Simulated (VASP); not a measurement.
# CoH3 (R-3m) in VASP: relaxation of cell and atoms with PBE

Aim: the relaxation of cell and atoms of CoH3 with PBE.

Program: VASP 6.6.1. These are calculated values, not measurements. Logs are shortened: lines on timing, memory, paths and dates and some standing lists are left out, and cuts for length are marked.

## (1) The cell of the first run

Symmetry: R-3m, No. 166, trigonal system. Conventional cell: a = 3.160 Å, b = 3.160 Å, c = 12.205 Å, α = 90.00°, β = 90.00°, γ = 120.00°. Within 2.9 Å of Co (site symmetry -3m) lie 14 H at 2.18 to 2.87 Å. H (site symmetry -3m) has 6 H at 2.01 Å and 6 Co at 2.73 Å within 2.8 Å. Within 2.7 Å of H (site symmetry 3m) lie 6 H at 2.01 to 2.47 Å and 3 Co at 2.18 Å.

The cell was built from a structure type or drawn by symmetry, and may not be a known phase.

## (2) Relaxation of cell and atoms, PBE, collinear spin, ferromagnetic start

INCAR reads:

```
PREC = Accurate
ENCUT = 600
EDIFF = 1E-7
ISMEAR = 0
SIGMA = 0.15
LREAL = False
LASPH = True
NELM = 150
ALGO = Normal
ISIF = 3
LWAVE = False
LCHARG = False
ISPIN = 2
MAGMOM = 3 0 0 0
LORBIT = 11
LMAXMIX = 4
GGA = PE
IBRION = 2
NSW = 36
EDIFFG = -0.08
```

KPOINTS reads:

```
Automatic mesh
0
Gamma
  5 5 5
```

POSCAR reads:

```
CoH3
1.0
    1.5798086700      0.9121029600      4.0682595600
   -1.5798086700      0.9121029600      4.0682595600
    0.0000000000     -1.8242059200      4.0682595600
Co H
1 3
Direct
    0.5000000000      0.5000000000      0.5000000000
    0.0000000000      0.0000000000      0.0000000000
    0.7350776100      0.7350776100      0.7350776100
    0.2649223900      0.2649223900      0.2649223900
```

Potentials or basis: VASP PAW PBE potentials, release 64 (Co, H).

Command:

```sh
cat potpaw_PBE.64/Co/POTCAR potpaw_PBE.64/H/POTCAR > POTCAR
mpirun -np 1 vasp_std > vasp.out
```

OUTCAR:

```text
PREC = Accurate
   ENCUT = 600
   EDIFF = 1E-7
   ISMEAR = 0
   LREAL = False
   LASPH = True
   NELM = 150
   ISIF = 3
   ISPIN = 2
   LORBIT = 11
   GGA = PE
   IBRION = 2
   NSW = 36
   EDIFFG = -0.08

 ion  position               nearest neighbor table
   1  0.500  0.500  0.500-
   2  0.000  0.000  0.000-
   3  0.735  0.735  0.735-
   4  0.265  0.265  0.265-

  LATTYP: Found a trigonal (rhomboedric) cell.
 ALAT       =     4.4585270091
 COS(alpha) =     0.7488945278

  Lattice vectors:

 A1 = (   1.5798086700,   0.9121029600,   4.0682595600)
 A2 = (  -1.5798086700,   0.9121029600,   4.0682595600)
 A3 = (   0.0000000000,  -1.8242059200,   4.0682595600)

Analysis of symmetry for initial positions (statically):
=====================================================================
 Subroutine PRICEL returns:
 Original cell was already a primitive cell.

 Routine SETGRP: Setting up the symmetry group for a
 trigonal (rhombohedral) supercell.

 Subroutine GETGRP returns: Found 12 space group operations
 (whereof 12 operations were pure point group operations)
 out of a pool of 12 trial point group operations.

The static configuration has the point symmetry D_3d.

Analysis of symmetry for dynamics (positions and initial velocities):
=====================================================================
 Subroutine PRICEL returns:
 Original cell was already a primitive cell.

 Routine SETGRP: Setting up the symmetry group for a
 trigonal (rhombohedral) supercell.

 Subroutine GETGRP returns: Found 12 space group operations
 (whereof 12 operations were pure point group operations)
 out of a pool of 12 trial point group operations.

The dynamic configuration has the point symmetry D_3d.

Analysis of structural, dynamic, and magnetic symmetry:
=====================================================================
 Subroutine PRICEL returns:
 Original cell was already a primitive cell.

 Routine SETGRP: Setting up the symmetry group for a
 trigonal (rhombohedral) supercell.

 Subroutine GETGRP returns: Found 12 space group operations
 (whereof 12 operations were pure point group operations)
 out of a pool of 12 trial point group operations.

The overall configuration has the point symmetry D_3d.

 Subroutine INISYM returns: Found 12 space group operations
 (whereof 12 operations are pure point group operations),
 and found     1 'primitive' translations

----------------------------------------------------------------------------------------

                                     Primitive cell

  volume of cell :      35.1729

  direct lattice vectors                    reciprocal lattice vectors
     1.579808670  0.912102960  4.068259560     0.316494022  0.182727909  0.081935120
    -1.579808670  0.912102960  4.068259560    -0.316494022  0.182727909  0.081935120
     0.000000000 -1.824205920  4.068259560     0.000000000 -0.365455818  0.081935120

  length of vectors
     4.458527009  4.458527009  4.458527009     0.374528128  0.374528128  0.374528128

  position of ions in fractional coordinates (direct lattice)
     0.500000000  0.500000000  0.500000000
     0.000000000  0.000000000  0.000000000
     0.735077610  0.735077610  0.735077610
     0.264922390  0.264922390  0.264922390

  ion indices of the primitive-cell ions
   primitive index   ion index
                 1           1
                 2           2
                 3           3
                 4           4

----------------------------------------------------------------------------------------

 KPOINTS: Automatic mesh

Automatic generation of k-mesh.
 Grid dimensions read from file:
 generate k-points for:    5    5    5

 Generating k-lattice:

  Cartesian coordinates                     Fractional coordinates (reciprocal lattice)
     0.063298804  0.036545582  0.016387024     0.200000000  0.000000000 -0.000000000
    -0.063298804  0.036545582  0.016387024     0.000000000  0.200000000 -0.000000000
     0.000000000 -0.073091164  0.016387024    -0.000000000 -0.000000000  0.200000000

  Length of vectors
     0.074905626  0.074905626  0.074905626

  Shift w.r.t. Gamma in fractional coordinates (k-lattice)
     0.000000000  0.000000000  0.000000000

 Subroutine IBZKPT returns following result:
 ===========================================

 Found     19 irreducible k-points:

 Following reciprocal coordinates:
            Coordinates               Weight
  0.000000  0.000000  0.000000      1.000000
  0.200000  0.000000  0.000000      6.000000
  0.400000 -0.000000  0.000000      6.000000
  0.200000  0.200000  0.000000      6.000000
  0.400000  0.200000  0.000000     12.000000
 -0.400000  0.200000  0.000000     12.000000
[... 11 lines left out ...]
  0.400000  0.400000  0.400000      2.000000
 -0.400000  0.400000  0.400000      6.000000
   k-points           NKPTS =     19   k-points in BZ     NKDIM =     19   number of bands    NBANDS=     12
   number of dos      NEDOS =    301   number of ions     NIONS =      4
   total plane-waves  NPLWV =  46656
   dimension x,y,z NGX =    36 NGY =   36 NGZ =   36
   dimension x,y,z NGXF=    72 NGYF=   72 NGZF=   72
   ions per type =               1   3
   NGX,Y,Z   is equivalent  to a cutoff of  13.42, 13.42, 13.42 a.u.
   NGXF,Y,Z  is equivalent  to a cutoff of  26.85, 26.85, 26.85 a.u.
 SYSTEM =  unknown system
   PREC   = accura    normal or accurate (medium, high low for compatibility)
   ISTART =      0    job   : 0-new  1-cont  2-samecut
   ICHARG =      2    charge: 1-file 2-atom 10-const
   ISPIN  =      2    spin polarized calculation?
   LNONCOLLINEAR =      F non collinear calculations
   LSORBIT =      F    spin-orbit coupling
   LASPH  =      T    aspherical Exc in radial PAW
   ENCUT  =  600.0 eV  44.10 Ry    6.64 a.u.   8.90  8.90  8.90*2*pi/ulx,y,z
   NELM   =    150;   NELMIN=  2; NELMDL= -5     # of ELM steps
   EDIFF  = 0.1E-06   stopping-criterion for ELM
   LREAL  =      F    real-space projection
   EDIFFG = -.8E-01   stopping-criterion for IOM
   NSW    =     36    number of steps for IOM
   IBRION =      2    ionic relax: 0-MD 1-quasi-New 2-CG
   NFREE  =      1    steps in history (QN), initial steepest desc. (CG)
   ISIF   =      3    stress and relaxation
   ISYM   =      2    0-nonsym 1-usesym 2-fastsym
   POTIM  = 0.5000    time-step for ionic-motion
   TEBEG  =    0.0;   TEEND  =   0.0 temperature during run
   PSTRESS=    0.0 pullay stress
   NELECT =      12.0000    total number of electrons
   NUPDOWN=      -1.0000    fix difference up-down
   EMIN   =  10.00;   EMAX   =-10.00  energy-range for DOS
   EFERMI =   0.00;   METHOD = LEGACY
   ISMEAR =     0;   SIGMA  =   0.15  broadening in eV -4-tet -1-fermi 0-gaus
   EFERMI_NEDOS =   21; number of points for ismear=-14 and -15
   IALGO  =     38    algorithm
   IMIX   =      4    mixing-type and parameters
     AMIX     =   0.40;   BMIX     =  1.00
     AMIX_MAG =   1.60;   BMIX_MAG =  1.00
  volume/ion in A,a.u.               =       8.79        59.34
  Fermi-wavevector in a.u.,A,eV,Ry     =   1.143929  2.161713 17.804231  1.308574
  Thomas-Fermi vector in A             =   2.280623
   LORBIT       =     11    0 simple, 1 ext, 2 COOP (PROOUT), +10 PAW based schemes
   GGA     = PE    functional components
   LHFCALC =     F    Hartree Fock is set to
   AEXX    =    0.0000 exact exchange contribution
   IVDW    =     0    specifies the selected vdW correction
   LEPSILON=     F    determine dielectric tensor
   LRPA    =     F    only Hartree local field effects (RPA)
 conjugate gradient relaxation of ions
 spin polarized calculation
 Gauss-broadening in eV      SIGMA  =   0.15
  energy-cutoff  :      600.00
  volume of cell :       35.17
 maximum number of plane-waves:      1190
   NGX = 17   NGY = 17   NGZ = 17

--------------------------------------- Ionic step        1  -------------------------------------------

 number of electron      12.0000002 magnetization       1.9270145

 Free energy of the ion-electron system (eV)
  ---------------------------------------------------
  ext. energy  EPLUGINS =         0.00000000
  ---------------------------------------------------
  free energy    TOTEN  =       -12.66420240 eV

  energy without entropy =      -12.64199618  energy(sigma->0) =      -12.65309929

 E-fermi :   2.0396     XC(G=0):  -9.6817

 val. band max:        2.0024214384   @ k =  -0.2000   0.2000   0.2000
 cond. band min:       2.0716500162   @ k =  -0.2000   0.2000   0.0000
 fundamental gap:      0.0692285778
 Fermi energy:         2.0395611603

 spin component 1

 k-point     1 :       0.0000    0.0000    0.0000
  band No.  band energies     occupation
      1      -6.6741      1.00000
      2      -0.5034      1.00000
      3      -0.4797      1.00000
      4      -0.4797      1.00000
      5       0.1387      1.00000
      6       0.1387      1.00000
      7       0.6225      1.00000
      8       3.7719      0.00000
      9       9.0391      0.00000
     10      11.7861      0.00000
[... 1831 lines left out ...]
  FREE ENERGIE OF THE ION-ELECTRON SYSTEM (eV)
  ---------------------------------------------------
  free  energy   TOTEN  =       -12.6880176944 eV

  energy  without entropy=      -12.6760046389  energy(sigma->0) =      -12.68201117

[... ionic steps 4 to 9 ...]

--------------------------------------- Ionic step       10  -------------------------------------------

 number of electron      12.0000001 magnetization       0.0000385

------------------------ aborting loop because EDIFF is reached ----------------------------------------

  FORCE on cell =-STRESS in cart. coord.  units (eV):
  Direction    XX          YY          ZZ          XY          YZ          ZX
  --------------------------------------------------------------------------------------
  -------------------------------------------------------------------------------------
  Total        1.7269517      1.7269517      0.4520519      0.0000000      0.0000000      0.0000000
  in kB      143.3072477    143.3072475     37.5125233      0.0000000      0.0000000      0.0000000
  external PRESSURE =     108.0423395 kB  Pullay stress =       0.0000000 kB
[... 65 lines left out ...]
--------------------------------------- Ionic step       12  -------------------------------------------

 number of electron      12.0000001 magnetization      -0.0000007

 number of electron      12.0000001 magnetization       0.0000011

 Free energy of the ion-electron system (eV)
  ---------------------------------------------------
  ext. energy  EPLUGINS =         0.00000000
  ---------------------------------------------------
  free energy    TOTEN  =       -15.35972066 eV

  energy without entropy =      -15.34055491  energy(sigma->0) =      -15.35013778

 E-fermi :   6.5527     XC(G=0): -11.9411

 val. band max:        6.5183350388   @ k =  -0.4000   0.2000   0.0000
 cond. band min:       6.6073222399   @ k =   0.4000   0.2000   0.2000
 fundamental gap:      0.0889872011
 Fermi energy:         6.5526860454

 spin component 1

 k-point     1 :       0.0000    0.0000    0.0000
  band No.  band energies     occupation
      1      -6.2861      1.00000
      2       2.7095      1.00000
      3       4.5165      1.00000
      4       4.5689      1.00000
      5       4.5689      1.00000
      6       5.9012      1.00000
      7       5.9012      1.00000
      8      10.2859      0.00000
      9      19.2110      0.00000
     10      21.0565      0.00000
[... 589 lines left out ...]
  FREE ENERGIE OF THE ION-ELECTRON SYSTEM (eV)
  ---------------------------------------------------
  free  energy   TOTEN  =       -15.3597206562 eV

  energy  without entropy=      -15.3405549066  energy(sigma->0) =      -15.35013778

 reached required accuracy - stopping structural energy minimisation

 total charge

# of ion       s       p       d       tot
------------------------------------------
    1        0.392   0.531   7.550   8.473
    2        0.380   0.015   0.000   0.395
    3        0.530   0.032   0.000   0.563
    4        0.530   0.032   0.000   0.563
--------------------------------------------------
tot          1.833   0.610   7.550   9.994

 magnetization (x)

# of ion       s       p       d       tot
------------------------------------------
    1       -0.000  -0.000  -0.000  -0.000
    2        0.000  -0.000   0.000   0.000
    3        0.000  -0.000   0.000   0.000
    4        0.000  -0.000   0.000   0.000
--------------------------------------------------
tot         -0.000  -0.000  -0.000  -0.000
```

It took 8.3 min on 1 thread of Intel Xeon Platinum 8259CL at 2.50GHz (Skylake/Cascade Lake), shared host; peak memory 0.27 GiB.

What came out:

* Free energy: -15.3597 eV
* Relaxed volume: 5.13 Å³/atom
* Relaxed cell: a = 3.713 Å, b = 3.713 Å, c = 3.713 Å, α = 41.76°, β = 41.76°, γ = 41.76°
* Space group after relaxing (to 0.1 Å): R-3m (No. 166)
* Energy gained by relaxing: 673.9 meV/atom
* Ionic steps: 12
* Pressure after relaxing: -0.8 GPa
* Largest force after relaxing: 0.006 eV/Å
* Band gap on the k mesh: zero (filled and empty bands overlap)
* Net moment: 0.00 μB per cell
* Valence electrons inside the program's atomic spheres: Co 8.47; H 0.40, 0.56 (each value once)

Forces in eV/Å, atoms in the order of the input:
```
Co   0.000  0.000  0.000
H    0.000  0.000  0.000
H    0.000  0.000 -0.006
H    0.000  0.000  0.006
```

The path:
```tsv
step	energy change (eV)	largest force (eV/Å)	pressure (GPa)	volume (Å³)
1	0.0000	1.0079	-25.49	35.17
2	-1.2990	1.2394	-29.93	28.51
3	-0.0238	2.0977	166.90	13.58
4	-2.1295	1.1692	-22.88	23.67
5	-2.3047	0.0979	31.59	17.44
6	-2.5031	0.7795	-4.45	20.27
7	-2.5151	0.6777	0.65	19.71
8	-2.5137	0.6276	3.21	19.46
9	-2.5736	0.4289	5.15	19.42
10	-2.6472	0.1024	10.80	19.31
11	-2.6917	0.0332	2.52	20.13
12	-2.6955	0.0064	-0.80	20.52
```

Final structure:
```cif
data_structure
_symmetry_space_group_name_H-M 'P 1'
_symmetry_Int_Tables_number 1
_cell_length_a 3.7126
_cell_length_b 3.7126
_cell_length_c 3.7126
_cell_angle_alpha 41.755
_cell_angle_beta 41.755
_cell_angle_gamma 41.755
_cell_volume 20.52
loop_
_atom_site_label
_atom_site_type_symbol
_atom_site_fract_x
_atom_site_fract_y
_atom_site_fract_z
_atom_site_occupancy
Co1 Co 0.50000 0.50000 0.50000 1
H1 H 0.00000 0.00000 0.00000 1
H2 H 0.76383 0.76383 0.76383 1
H3 H 0.23617 0.23617 0.23617 1
```

Caveat: the k points lie up to 0.56 Å⁻¹ apart in the final cell, too coarse for converged energies and pressures of a metal; the volume moved by over 15 % at a fixed basis, so the end points are rough.
